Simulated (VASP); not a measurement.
# Zn4HO4 in VASP: single point with LDA

Aim: the single point of Zn4HO4 with LDA.

Everything below comes from runs of VASP 6.6.1. Logs are shortened: lines on timing, memory, paths and dates and some standing lists are left out, and cuts for length are marked.

## (1) The cell of the first run

The cell holds a slab with vacuum, 9 atoms: a = 3.187 Å, b = 3.187 Å, c = 23.687 Å, α = 90.00°, β = 90.00°, γ = 120.00°.

## (2) Single point, LDA, collinear spin

Contents of INCAR:

```
SYSTEM = Zn4HO4
  PREC = Accurate
  ENCUT = 520
  EDIFF = 1E-6
  ISMEAR = 0
  SIGMA = 0.05
  LREAL = .False.
  LASPH = .True.
  NELM = 200
  ALGO = Normal
  ISIF = 2
  LWAVE = .False.
  LCHARG = .False.
  ISPIN = 2
  MAGMOM = 0 0 0 0 0 0 0 0 1
  LORBIT = 11
  LDIPOL = .True.
  IDIPOL = 3
  DIPOL = 0.5 0.5 0.356
  GGA = CA
  NBANDS = 50
  GGA_COMPAT = .False.
  NELMDL = -8
```

Contents of KPOINTS:

```
regular mesh
0
Gamma
  9 9 1
  0 0 0
```

Contents of POSCAR:

```
Zn4HO4
1.0
    3.1873336251      0.0000000000      0.0000000000
   -1.5936668126      2.7603118897      0.0000000000
    0.0000000000      0.0000000000     23.6871766474
O Zn H
4 4 1
Direct
    0.3333333333      0.6666666667      0.1688677405
    0.6666666667      0.3333333333      0.2776361956
    0.3333333333      0.6666666667      0.3900077075
    0.6666666667      0.3333333333      0.4989401734
    0.6666666667      0.3333333333      0.1953153449
    0.3333333333      0.6666666667      0.3040838000
    0.6666666667      0.3333333333      0.4102106352
    0.3333333333      0.6666666667      0.5145052460
    1.0000000000      1.0000000000      0.4430501221
```

Potentials or basis: VASP PAW LDA potentials, release 64 (O, Zn, H).

On the command line:

```
cat potpaw_LDA.64/O/POTCAR potpaw_LDA.64/Zn/POTCAR potpaw_LDA.64/H/POTCAR > POTCAR
mpirun -np 1 vasp_std > vasp.out
```

OUTCAR:

```text
SYSTEM = Zn4HO4
   PREC = Accurate
   ENCUT = 520
   EDIFF = 1E-6
   ISMEAR = 0
   LREAL = .False.
   LASPH = .True.
   NELM = 200
   ISIF = 2
   ISPIN = 2
   LORBIT = 11
   GGA = CA
   NELMDL = -8

 ion  position               nearest neighbor table
   1  0.333  0.667  0.169-   5 1.94   5 1.94   5 1.94
   2  0.667  0.333  0.278-   6 1.94   6 1.94   6 1.94   5 1.95
   3  0.333  0.667  0.390-   7 1.90   7 1.90   7 1.90   6 2.04
   4  0.667  0.333  0.499-   8 1.88   8 1.88   8 1.88   7 2.10
   5  0.667  0.333  0.195-   1 1.94   1 1.94   1 1.94   2 1.95
   6  0.333  0.667  0.304-   2 1.94   2 1.94   2 1.94   3 2.04
   7  0.667  0.333  0.410-   3 1.90   3 1.90   3 1.90   4 2.10
   8  0.333  0.667  0.515-   4 1.88   4 1.88   4 1.88
   9  0.000  0.000  0.443-

  LATTYP: Found a hexagonal cell.
 ALAT       =     3.1873336251
 C/A-ratio  =     7.4316590083

  Lattice vectors:

 A1 = (   3.1873336251,   0.0000000000,   0.0000000000)
 A2 = (  -1.5936668126,   2.7603118897,   0.0000000000)
 A3 = (   0.0000000000,   0.0000000000,  23.6871766474)

Analysis of symmetry for initial positions (statically):
=====================================================================
 Subroutine PRICEL returns:
 Original cell was already a primitive cell.

 Routine SETGRP: Setting up the symmetry group for a
 hexagonal supercell.

 Subroutine GETGRP returns: Found  6 space group operations
 (whereof  6 operations were pure point group operations)
 out of a pool of 24 trial point group operations.

The static configuration has the point symmetry C_3v.

Analysis of symmetry for dynamics (positions and initial velocities):
=====================================================================
 Subroutine PRICEL returns:
 Original cell was already a primitive cell.

 Routine SETGRP: Setting up the symmetry group for a
 hexagonal supercell.

 Subroutine GETGRP returns: Found  6 space group operations
 (whereof  6 operations were pure point group operations)
 out of a pool of 24 trial point group operations.

The dynamic configuration has the point symmetry C_3v.

Analysis of structural, dynamic, and magnetic symmetry:
=====================================================================
 Subroutine PRICEL returns:
 Original cell was already a primitive cell.

 Routine SETGRP: Setting up the symmetry group for a
 hexagonal supercell.

 Subroutine GETGRP returns: Found  6 space group operations
 (whereof  6 operations were pure point group operations)
 out of a pool of 24 trial point group operations.

The overall configuration has the point symmetry C_3v.

 Subroutine INISYM returns: Found  6 space group operations
 (whereof  6 operations are pure point group operations),
 and found     1 'primitive' translations

----------------------------------------------------------------------------------------

                                     Primitive cell

  volume of cell :     208.4006

  direct lattice vectors                    reciprocal lattice vectors
     3.187333625  0.000000000  0.000000000     0.313741866  0.181138951  0.000000000
    -1.593666813  2.760311890  0.000000000     0.000000000  0.362277902  0.000000000
     0.000000000  0.000000000 23.687176647     0.000000000  0.000000000  0.042216935

  length of vectors
     3.187333625  3.187333625 23.687176647     0.362277902  0.362277902  0.042216935

  position of ions in fractional coordinates (direct lattice)
     0.333333333  0.666666667  0.168867740
     0.666666667  0.333333333  0.277636196
     0.333333333  0.666666667  0.390007707
     0.666666667  0.333333333  0.498940173
     0.666666667  0.333333333  0.195315345
     0.333333333  0.666666667  0.304083800
     0.666666667  0.333333333  0.410210635
     0.333333333  0.666666667  0.514505246
     0.000000000  0.000000000  0.443050122

  ion indices of the primitive-cell ions
   primitive index   ion index
                 1           1
                 2           2
                 3           3
                 4           4
                 5           5
                 6           6
                 7           7
                 8           8
                 9           9

----------------------------------------------------------------------------------------

 KPOINTS: regular mesh

Automatic generation of k-mesh.
 Grid dimensions read from file:
 generate k-points for:    9    9    1

 Generating k-lattice:

  Cartesian coordinates                     Fractional coordinates (reciprocal lattice)
     0.034860207  0.020126550  0.000000000     0.111111111  0.000000000  0.000000000
     0.000000000  0.040253100  0.000000000     0.000000000  0.111111111  0.000000000
     0.000000000  0.000000000  0.042216935     0.000000000  0.000000000  1.000000000

  Length of vectors
     0.040253100  0.040253100  0.042216935

  Shift w.r.t. Gamma in fractional coordinates (k-lattice)
     0.000000000  0.000000000  0.000000000

 Subroutine IBZKPT returns following result:
 ===========================================

 Found     12 irreducible k-points:

 Following reciprocal coordinates:
            Coordinates               Weight
  0.000000  0.000000  0.000000      1.000000
  0.111111  0.000000  0.000000      6.000000
  0.222222 -0.000000  0.000000      6.000000
  0.333333 -0.000000  0.000000      6.000000
  0.444444 -0.000000  0.000000      6.000000
  0.111111  0.111111  0.000000      6.000000
  0.222222  0.111111  0.000000     12.000000
  0.333333  0.111111  0.000000     12.000000
  0.444444  0.111111  0.000000      6.000000
  0.222222  0.222222  0.000000      6.000000
  0.333333  0.222222  0.000000     12.000000
  0.333333  0.333333  0.000000      2.000000
   k-points           NKPTS =     12   k-points in BZ     NKDIM =     12   number of bands    NBANDS=     50
   number of dos      NEDOS =    301   number of ions     NIONS =      9
   total plane-waves  NPLWV = 103680
   dimension x,y,z NGX =    24 NGY =   24 NGZ =  180
   dimension x,y,z NGXF=    48 NGYF=   48 NGZF=  360
   ions per type =               4   4   1
   NGX,Y,Z   is equivalent  to a cutoff of  12.52, 12.52, 12.63 a.u.
   NGXF,Y,Z  is equivalent  to a cutoff of  25.04, 25.04, 25.27 a.u.
 SYSTEM =  Zn4HO4
   PREC   = accura    normal or accurate (medium, high low for compatibility)
   ISTART =      0    job   : 0-new  1-cont  2-samecut
   ICHARG =      2    charge: 1-file 2-atom 10-const
   ISPIN  =      2    spin polarized calculation?
   LNONCOLLINEAR =      F non collinear calculations
   LSORBIT =      F    spin-orbit coupling
   LASPH  =      T    aspherical Exc in radial PAW
   ENCUT  =  520.0 eV  38.22 Ry    6.18 a.u.   5.93  5.93 44.04*2*pi/ulx,y,z
   NELM   =    200;   NELMIN=  2; NELMDL= -8     # of ELM steps
   EDIFF  = 0.1E-05   stopping-criterion for ELM
   LREAL  =      F    real-space projection
   EDIFFG = 0.1E-04   stopping-criterion for IOM
   NSW    =      0    number of steps for IOM
   IBRION =     -1    ionic relax: 0-MD 1-quasi-New 2-CG
   NFREE  =      0    steps in history (QN), initial steepest desc. (CG)
   ISIF   =      2    stress and relaxation
   ISYM   =      2    0-nonsym 1-usesym 2-fastsym
   POTIM  = 0.5000    time-step for ionic-motion
   TEBEG  =    0.0;   TEEND  =   0.0 temperature during run
   PSTRESS=    0.0 pullay stress
   NELECT =      73.0000    total number of electrons
   NUPDOWN=      -1.0000    fix difference up-down
   EMIN   =  10.00;   EMAX   =-10.00  energy-range for DOS
   EFERMI =   0.00;   METHOD = LEGACY
   ISMEAR =     0;   SIGMA  =   0.05  broadening in eV -4-tet -1-fermi 0-gaus
   EFERMI_NEDOS =   21; number of points for ismear=-14 and -15
   IALGO  =     38    algorithm
   IMIX   =      4    mixing-type and parameters
     AMIX     =   0.40;   BMIX     =  1.00
     AMIX_MAG =   1.60;   BMIX_MAG =  1.00
  volume/ion in A,a.u.               =      23.16       156.26
  Fermi-wavevector in a.u.,A,eV,Ry     =   1.154027  2.180796 18.119957  1.331779
  Thomas-Fermi vector in A             =   2.290667
   LORBIT       =     11    0 simple, 1 ext, 2 COOP (PROOUT), +10 PAW based schemes
   GGA     = CA    functional components
   LHFCALC =     F    Hartree Fock is set to
   AEXX    =    0.0000 exact exchange contribution
   IVDW    =     0    specifies the selected vdW correction
   LEPSILON=     F    determine dielectric tensor
   LRPA    =     F    only Hartree local field effects (RPA)
 spin polarized calculation
 Gauss-broadening in eV      SIGMA  =   0.05
  energy-cutoff  :      520.00
  volume of cell :      208.40
 maximum number of plane-waves:      5658
 NGX is ok and might be reduce to    24
   NGX = 11   NGY = 11   NGZ = 89

 dipolmoment           0.000000      0.000000      0.036635 electrons x Angstroem

 number of electron      72.9999968 magnetization       0.1358722

 dipolmoment           0.000000      0.000000     -0.274497 electrons x Angstroem

 Free energy of the ion-electron system (eV)
  ---------------------------------------------------
  ext. energy  EPLUGINS =         0.00000000
  ---------------------------------------------------
  free energy    TOTEN  =       -41.29049264 eV

  energy without entropy =      -41.28405637  energy(sigma->0) =      -41.28727451

 E-fermi :  -2.1675     XC(G=0):  -5.7858

 val. band max:       -2.1988587632   @ k =   0.2222  -0.0000   0.0000
 cond. band min:      -2.1582160968   @ k =   0.3333   0.1111   0.0000
 fundamental gap:      0.0406426664
 Fermi energy:        -2.1675305986

 spin component 1

 k-point     1 :       0.0000    0.0000    0.0000
  band No.  band energies     occupation
      1     -22.3970      1.00000
      2     -21.3624      1.00000
      3     -20.3543      1.00000
      4     -18.5627      1.00000
      5     -10.8153      1.00000
      6     -10.8153      1.00000
[... 40 lines left out ...]
     47       7.1718      0.00000
     48       8.3751      0.00000
[... 559 lines left out ...]
     47       6.8870      0.00000
     48       7.0586      0.00000
 Fermi energy:        -2.1675305986

 spin component 2

 k-point     1 :       0.0000    0.0000    0.0000
  band No.  band energies     occupation
      1     -22.3804      1.00000
      2     -21.3236      1.00000
      3     -20.3500      1.00000
      4     -18.5674      1.00000
      5     -10.8100      1.00000
      6     -10.8100      1.00000
[... 40 lines left out ...]
     47       7.1807      0.00000
     48       8.4115      0.00000
[... 559 lines left out ...]
     47       6.8878      0.00000
     48       7.0582      0.00000
 [bands above 48 left out]

------------------------ aborting loop because EDIFF is reached ----------------------------------------

 vacuum level on the upper side and lower side of the slab       (xc-potential included)        -2.768         2.752

  FORCE on cell =-STRESS in cart. coord.  units (eV):
  Direction    XX          YY          ZZ          XY          YZ          ZX
  --------------------------------------------------------------------------------------
  -------------------------------------------------------------------------------------
  Total        2.9603998      2.9603998      2.2630129     -0.0000000      0.0000000      0.0000000
  in kB       22.7594605     22.7594605     17.3979719     -0.0000000      0.0000000      0.0000000
  external PRESSURE =      20.9722976 kB  Pullay stress =       0.0000000 kB

 VOLUME and BASIS-vectors are now :
 -----------------------------------------------------------------------------
  energy-cutoff  :      520.00
  volume of cell :      208.40
      direct lattice vectors                 reciprocal lattice vectors
     3.187333625  0.000000000  0.000000000     0.313741866  0.181138951  0.000000000
    -1.593666813  2.760311890  0.000000000     0.000000000  0.362277902  0.000000000
     0.000000000  0.000000000 23.687176647     0.000000000  0.000000000  0.042216935

 POSITION                                       TOTAL-FORCE (eV/Angst)
 -----------------------------------------------------------------------------------
     -0.00000      1.84021      4.00000        -0.000000      0.000000      1.383422
      1.59367      0.92010      6.57642         0.000000     -0.000000      1.033402
     -0.00000      1.84021      9.23818         0.000000      0.000000     -1.669032
      1.59367      0.92010     11.81848         0.000000      0.000000      1.751240
      1.59367      0.92010      4.62647        -0.000000      0.000000     -1.907315
     -0.00000      1.84021      7.20289        -0.000000      0.000000     -0.390535
      1.59367      0.92010      9.71673        -0.000000      0.000000      0.487637
     -0.00000      1.84021     12.18718        -0.000000      0.000000     -0.680426
      0.00000      0.00000     10.49461        -0.000000      0.000000     -0.008393
 -----------------------------------------------------------------------------------
    total drift:                                0.000001     -0.000001     -0.002070

  FREE ENERGIE OF THE ION-ELECTRON SYSTEM (eV)
  ---------------------------------------------------
  free  energy   TOTEN  =       -41.2904926420 eV

  energy  without entropy=      -41.2840563704  energy(sigma->0) =      -41.28727451

 vacuum level on the upper side and lower side of the slab         0.688         6.333

 total charge

# of ion       s       p       d       tot
------------------------------------------
    1        1.556   3.341   0.000   4.897
    2        1.542   3.454   0.000   4.996
    3        1.560   3.455   0.000   5.015
    4        1.569   3.438   0.000   5.007
    5        0.493   0.538   9.857  10.889
    6        0.482   0.525   9.904  10.911
    7        0.505   0.600   9.900  11.005
    8        0.536   0.524   9.891  10.951
    9        0.466   0.010   0.000   0.476
--------------------------------------------------
tot          8.709  15.884  39.553  64.146

 magnetization (x)

# of ion       s       p       d       tot
------------------------------------------
    1       -0.000  -0.003   0.000  -0.003
    2        0.000   0.002   0.000   0.002
    3        0.001   0.025   0.000   0.026
    4        0.000   0.007   0.000   0.007
    5        0.000  -0.000  -0.001  -0.001
    6       -0.000   0.000   0.001   0.001
    7       -0.001   0.002   0.014   0.015
    8        0.001   0.001   0.001   0.003
    9        0.042   0.000   0.000   0.043
--------------------------------------------------
tot          0.044   0.033   0.015   0.092
```

Wall time 10 min (1 thread of Intel Xeon Platinum 8259CL at 2.50GHz (Skylake/Cascade Lake), shared host); peak memory 0.4 GiB.

What came out:

```yaml
Free_energy: -41.2905 eV
Largest_force: 1.907 eV/Å
Net_moment: 0.14 μB per cell
Site_moments: O -0.00, +0.00, +0.03, +0.01; Zn -0.00, +0.00, +0.01 (each value once); H +0.04 μB
Valence_electrons_inside_the_program's_atomic_spheres: O 4.90, 5.00, 5.01 (each value once); Zn 10.89, 10.91, 11.01, 10.95; H 0.48
```

Forces in eV/Å, atoms in the order of the input:
```
O    0.000  0.000  1.383
O    0.000  0.000  1.033
O    0.000  0.000 -1.669
O    0.000  0.000  1.751
Zn   0.000  0.000 -1.907
Zn   0.000  0.000 -0.391
Zn   0.000  0.000  0.488
Zn   0.000  0.000 -0.680
H    0.000  0.000 -0.008
```

Levels at points of the mesh, in eV from the Fermi level:
Spin up:
| k point | band 32 | band 33 | band 34 | band 35 | band 36 | band 37 | band 38 | band 39 | band 40 | band 41 |
| --- | --- | --- | --- | --- | --- | --- | --- | --- | --- | --- |
| (0.00, 0.00, 0.00) | -1.64 | -0.87 | -0.87 | -0.28 | 0.41 | 0.44 | 0.44 | 2.05 | 2.72 | 3.72 |
Spin down:
| k point | band 32 | band 33 | band 34 | band 35 | band 36 | band 37 | band 38 | band 39 | band 40 | band 41 |
| --- | --- | --- | --- | --- | --- | --- | --- | --- | --- | --- |
| (0.00, 0.00, 0.00) | -1.60 | -0.87 | -0.87 | -0.27 | 0.43 | 0.43 | 0.45 | 2.06 | 2.73 | 3.73 |
